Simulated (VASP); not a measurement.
# TiC (Fm-3m) in VASP: a series of runs

TiC is run at these levels: PBEsol; tasks: single point.

Everything below comes from runs of VASP 6.6.1. Logs are shortened: lines on timing, memory, paths and dates and some standing lists are left out, and cuts for length are marked.

### 1 The cell of the first run

It takes space group Fm-3m (No. 225, cubic). Conventional cell: a = 4.393 Å, b = 4.393 Å, c = 4.393 Å, α = 90.00°, β = 90.00°, γ = 90.00°. Ti (site symmetry m-3m) has 6 C at 2.20 Å within 2.9 Å. Within 2.9 Å of C (site symmetry m-3m) lie 6 Ti at 2.20 Å.

### 2 Single point, PBEsol (strain +0.015 along x and y, +0.015 along z)

INCAR reads:

```
PREC = Accurate
ENCUT = 520
EDIFF = 1E-6
ISMEAR = 0
SIGMA = 0.15
LREAL = False
LASPH = True
NELM = 60
ALGO = Normal
ISIF = 2
LWAVE = False
LCHARG = True
GGA = PS
LELF = True
LVHAR = True
NBANDS = 15
```

KPOINTS reads:

```
Automatic mesh
0
Gamma
  18 18 18
```

POSCAR reads:

```
TiC
1.0
    0.0000000000      2.1964600000      2.1964600000
    2.1964600000      0.0000000000      2.1964600000
    2.1964600000      2.1964600000      0.0000000000
Ti C
1 1
Direct
    0.0000000000      0.0000000000      0.0000000000
    0.5000000000      0.5000000000      0.5000000000
```

Potentials or basis: VASP PAW PBE potentials, release 64 (Ti_sv, C).

The run is started by

```bash
cat potpaw_PBE.64/Ti_sv/POTCAR potpaw_PBE.64/C/POTCAR > POTCAR
mpirun -np 1 vasp_std > vasp.out
```

OUTCAR:

```text
PREC = Accurate
   ENCUT = 520
   EDIFF = 1E-6
   ISMEAR = 0
   LREAL = False
   LASPH = True
   NELM = 60
   ISIF = 2
   GGA = PS

 ion  position               nearest neighbor table
   1  0.000  0.000  0.000-   2 2.20   2 2.20   2 2.20   2 2.20   2 2.20   2 2.20
   2  0.500  0.500  0.500-   1 2.20   1 2.20   1 2.20   1 2.20   1 2.20   1 2.20

  LATTYP: Found a face centered cubic cell.
 ALAT       =     4.3929200000

  Lattice vectors:

 A1 = (   0.0000000000,   2.1964600000,   2.1964600000)
 A2 = (   2.1964600000,   0.0000000000,   2.1964600000)
 A3 = (   2.1964600000,   2.1964600000,   0.0000000000)

Analysis of symmetry for initial positions (statically):
=====================================================================
 Subroutine PRICEL returns:
 Original cell was already a primitive cell.

 Routine SETGRP: Setting up the symmetry group for a
 face centered cubic supercell.

 Subroutine GETGRP returns: Found 48 space group operations
 (whereof 48 operations were pure point group operations)
 out of a pool of 48 trial point group operations.

The static configuration has the point symmetry O_h .

Analysis of symmetry for dynamics (positions and initial velocities):
=====================================================================
 Subroutine PRICEL returns:
 Original cell was already a primitive cell.

 Routine SETGRP: Setting up the symmetry group for a
 face centered cubic supercell.

 Subroutine GETGRP returns: Found 48 space group operations
 (whereof 48 operations were pure point group operations)
 out of a pool of 48 trial point group operations.

The dynamic configuration has the point symmetry O_h .

 Subroutine INISYM returns: Found 48 space group operations
 (whereof 48 operations are pure point group operations),
 and found     1 'primitive' translations

----------------------------------------------------------------------------------------

                                     Primitive cell

  volume of cell :      21.1934

  direct lattice vectors                    reciprocal lattice vectors
     0.000000000  2.196460000  2.196460000    -0.227639019  0.227639019  0.227639019
     2.196460000  0.000000000  2.196460000     0.227639019 -0.227639019  0.227639019
     2.196460000  2.196460000  0.000000000     0.227639019  0.227639019 -0.227639019

  length of vectors
     3.106263521  3.106263521  3.106263521     0.394282347  0.394282347  0.394282347

  position of ions in fractional coordinates (direct lattice)
     0.000000000  0.000000000  0.000000000
     0.500000000  0.500000000  0.500000000

  ion indices of the primitive-cell ions
   primitive index   ion index
                 1           1
                 2           2

----------------------------------------------------------------------------------------

 KPOINTS: Automatic mesh

Automatic generation of k-mesh.
 Grid dimensions read from file:
 generate k-points for:   18   18   18

 Generating k-lattice:

  Cartesian coordinates                     Fractional coordinates (reciprocal lattice)
    -0.012646612  0.012646612  0.012646612     0.055555556  0.000000000  0.000000000
     0.012646612 -0.012646612  0.012646612     0.000000000  0.055555556  0.000000000
     0.012646612  0.012646612 -0.012646612     0.000000000  0.000000000  0.055555556

  Length of vectors
     0.021904575  0.021904575  0.021904575

  Shift w.r.t. Gamma in fractional coordinates (k-lattice)
     0.000000000  0.000000000  0.000000000

 Subroutine IBZKPT returns following result:
 ===========================================

 Found    195 irreducible k-points:

 Following reciprocal coordinates:
            Coordinates               Weight
  0.000000  0.000000  0.000000      1.000000
  0.055556  0.000000  0.000000      8.000000
  0.111111  0.000000  0.000000      8.000000
  0.166667  0.000000  0.000000      8.000000
  0.222222  0.000000  0.000000      8.000000
  0.277778  0.000000  0.000000      8.000000
[... 16 lines left out ...]
 -0.277778  0.055556  0.000000     24.000000
 -0.222222  0.055556  0.000000     24.000000
 [... further k-points ...]
   k-points           NKPTS =    195   k-points in BZ     NKDIM =    195   number of bands    NBANDS=     15
   number of dos      NEDOS =    301   number of ions     NIONS =      2
   total plane-waves  NPLWV =  13824
   dimension x,y,z NGX =    24 NGY =   24 NGZ =   24
   dimension x,y,z NGXF=    48 NGYF=   48 NGZF=   48
   ions per type =               1   1
   NGX,Y,Z   is equivalent  to a cutoff of  12.84, 12.84, 12.84 a.u.
   NGXF,Y,Z  is equivalent  to a cutoff of  25.69, 25.69, 25.69 a.u.
 SYSTEM =  unknown system
   PREC   = accura    normal or accurate (medium, high low for compatibility)
   ISTART =      0    job   : 0-new  1-cont  2-samecut
   ICHARG =      2    charge: 1-file 2-atom 10-const
   ISPIN  =      1    spin polarized calculation?
   LNONCOLLINEAR =      F non collinear calculations
   LSORBIT =      F    spin-orbit coupling
   LASPH  =      T    aspherical Exc in radial PAW
   ENCUT  =  520.0 eV  38.22 Ry    6.18 a.u.   5.78  5.78  5.78*2*pi/ulx,y,z
   NELM   =     60;   NELMIN=  2; NELMDL= -5     # of ELM steps
   EDIFF  = 0.1E-05   stopping-criterion for ELM
   LREAL  =      F    real-space projection
[... 7 lines left out ...]
   TEBEG  =    0.0;   TEEND  =   0.0 temperature during run
   PSTRESS=    0.0 pullay stress
   NELECT =      16.0000    total number of electrons
   NUPDOWN=      -1.0000    fix difference up-down
   EMIN   =  10.00;   EMAX   =-10.00  energy-range for DOS
   EFERMI =   0.00;   METHOD = LEGACY
   ISMEAR =     0;   SIGMA  =   0.15  broadening in eV -4-tet -1-fermi 0-gaus
   EFERMI_NEDOS =   21; number of points for ismear=-14 and -15
   IALGO  =     38    algorithm
   IMIX   =      4    mixing-type and parameters
     AMIX     =   0.40;   BMIX     =  1.00
     AMIX_MAG =   1.60;   BMIX_MAG =  1.00
  volume/ion in A,a.u.               =      10.60        71.51
  Fermi-wavevector in a.u.,A,eV,Ry     =   1.490670  2.816958 30.233468  2.222097
  Thomas-Fermi vector in A             =   2.603423
   LORBIT       =      0    0 simple, 1 ext, 2 COOP (PROOUT), +10 PAW based schemes
   GGA     = PS    functional components
   LHFCALC =     F    Hartree Fock is set to
   AEXX    =    0.0000 exact exchange contribution
   IVDW    =     0    specifies the selected vdW correction
   LEPSILON=     F    determine dielectric tensor
   LRPA    =     F    only Hartree local field effects (RPA)
 non-spin polarized calculation
 Gauss-broadening in eV      SIGMA  =   0.15
  energy-cutoff  :      520.00
  volume of cell :       21.19
 maximum number of plane-waves:       588
   NGX = 11   NGY = 11   NGZ = 11

 number of electron      15.9999996 magnetization

 Free energy of the ion-electron system (eV)
  ---------------------------------------------------
  ext. energy  EPLUGINS =         0.00000000
  ---------------------------------------------------
  free energy    TOTEN  =       -19.73231429 eV

  energy without entropy =      -19.72875627  energy(sigma->0) =      -19.73053528

 E-fermi :   8.8118     XC(G=0): -12.6422

 val. band max:        8.8089050400   @ k =   0.1667   0.1667   0.0000
 cond. band min:       8.8599768617   @ k =   0.5000   0.4444   0.0000
 fundamental gap:      0.0510718217
 Fermi energy:         8.8118281391

 k-point     1 :       0.0000    0.0000    0.0000
  band No.  band energies     occupation
      1     -47.6401      2.00000
      2     -23.7865      2.00000
      3     -23.7865      2.00000
      4     -23.7865      2.00000
      5      -3.3565      2.00000
      6       9.4602      0.00000
      7       9.4602      0.00000
      8       9.4602      0.00000
      9      10.4495      0.00000
     10      10.4495      0.00000
     11      10.4634      0.00000
     12      10.4634      0.00000
     13      10.4634      0.00000
     14      18.6758      0.00000
     15      22.5697      0.00000

 k-point     2 :       0.0556    0.0000    0.0000
  band No.  band energies     occupation
      1     -47.6382      2.00000
      2     -23.8000      2.00000
      3     -23.7878      2.00000
      4     -23.7878      2.00000
      5      -3.2896      2.00000
      6       9.1210      0.00355
      7       9.3324      0.00000
      8       9.3324      0.00000
      9       9.8286      0.00000
     10       9.8286      0.00000
     11      10.6385      0.00000
     12      11.3087      0.00000
     13      11.3087      0.00000
     14      18.8067      0.00000
     15      22.5889      0.00000

 k-point     3 :       0.1111    0.0000    0.0000
  band No.  band energies     occupation
      1     -47.6329      2.00000
      2     -23.8387      2.00000
      3     -23.7916      2.00000
      4     -23.7916      2.00000
      5      -3.0923      2.00000
      6       8.4069      1.99987
      7       8.7240      1.59252
      8       8.7240      1.59252
      9       9.8204      0.00000
     10       9.8204      0.00000
     11      10.9045      0.00000
     12      12.2081      0.00000
     13      12.2081      0.00000
     14      19.1421      0.00000
     15      22.5880      0.00000

 k-point     4 :       0.1667    0.0000    0.0000
  band No.  band energies     occupation
      1     -47.6247      2.00000
      2     -23.8976      2.00000
      3     -23.7973      2.00000
      4     -23.7973      2.00000
      5      -2.7737      2.00000
      6       7.5427      2.00000
      7       8.0582      2.00000
      8       8.0582      2.00000
      9      10.0273      0.00000
     10      10.0273      0.00000
     11      11.1409      0.00000
     12      13.1146      0.00000
     13      13.1146      0.00000
     14      19.5042      0.00000
     15      22.5076      0.00000
[... 307 lines left out ...]
 k-point    22 :      -0.3333    0.0556    0.0000
  band No.  band energies     occupation
      1     -47.5898      2.00000
      2     -24.1317      2.00000
      3     -23.8356      2.00000
      4     -23.8170      2.00000
      5      -1.0637      2.00000
      6       4.5167      2.00000
      7       6.3935      2.00000
      8       6.5227      2.00000
      9      10.9463      0.00000
     10      11.2142      0.00000
     11      12.1165      0.00000
     12      15.2389      0.00000
     13      16.0880      0.00000
     14      18.2552      0.00000
     15      23.5787      0.00000

 k-point    23 :      -0.2778    0.0556    0.0000
  band No.  band energies     occupation
      1     -47.5993      2.00000
      2     -24.0673      2.00000
      3     -23.8296      2.00000
      4     -23.8091      2.00000
      5      -1.6225      2.00000
      6       5.3538      2.00000
      7       6.7159      2.00000
      8       6.8977      2.00000
      9      10.5955      0.00000
     10      10.9314      0.00000
     11      11.8297      0.00000
     12      14.5385      0.00000
     13      15.4971      0.00000
     14      19.0202      0.00000
     15      23.0469      0.00000

 k-point    24 :      -0.2222    0.0556    0.0000
  band No.  band energies     occupation
      1     -47.6098      2.00000
      2     -23.9950      2.00000
      3     -23.8219      2.00000
      4     -23.8013      2.00000
      5      -2.1441      2.00000
      6       6.2433      2.00000
      7       7.1444      2.00000
      8       7.3626      2.00000
      9      10.2492      0.00000
     10      10.6401      0.00000
     11      11.5745      0.00000
     12      13.7510      0.00000
     13      14.7556      0.00000
     14      19.5927      0.00000
     15      22.5785      0.00000

 [... further k-points ...]

------------------------ aborting loop because EDIFF is reached ----------------------------------------

  FORCE on cell =-STRESS in cart. coord.  units (eV):
  Direction    XX          YY          ZZ          XY          YZ          ZX
  --------------------------------------------------------------------------------------
  -------------------------------------------------------------------------------------
  Total       -2.0975318     -2.0975318     -2.0975318     -0.0000000     -0.0000000      0.0000000
  in kB     -158.5693464   -158.5693464   -158.5693464     -0.0000000     -0.0000000      0.0000000
  external PRESSURE =    -158.5693464 kB  Pullay stress =       0.0000000 kB

 VOLUME and BASIS-vectors are now :
 -----------------------------------------------------------------------------
  energy-cutoff  :      520.00
  volume of cell :       21.19
      direct lattice vectors                 reciprocal lattice vectors
     0.000000000  2.196460000  2.196460000    -0.227639019  0.227639019  0.227639019
     2.196460000  0.000000000  2.196460000     0.227639019 -0.227639019  0.227639019
     2.196460000  2.196460000  0.000000000     0.227639019  0.227639019 -0.227639019

 POSITION                                       TOTAL-FORCE (eV/Angst)
 -----------------------------------------------------------------------------------
      0.00000      0.00000      0.00000        -0.000000     -0.000000     -0.000000
      2.19646      2.19646      2.19646         0.000000      0.000000      0.000000
 -----------------------------------------------------------------------------------
    total drift:                                0.000000     -0.000000     -0.000000

  FREE ENERGIE OF THE ION-ELECTRON SYSTEM (eV)
  ---------------------------------------------------
  free  energy   TOTEN  =       -19.7323142921 eV

  energy  without entropy=      -19.7287562711  energy(sigma->0) =      -19.73053528
```

Run time: 54 s. Hardware: 1 thread of Intel Xeon Platinum 8259CL at 2.50GHz (Skylake/Cascade Lake), shared host; peak memory 0.19 GiB.

Results:

| Quantity | Value |
| --- | --- |
| Free energy | -19.7323 eV |
| Pressure | -15.9 GPa |
| Band gap on the k mesh | zero (bands 8 and 9 overlap by 1.05 eV) |

Caveat: the cell differs from its parent crystal (strain +0.015 along x and y, +0.015 along z); the cell stands under tension; the PAW data sets were made with another functional, which shifts forces and pressure a little.

(Part 1 of 2 ends here.)

The gap in the log of VASP goes by the Fermi energy; the results here count the filled bands.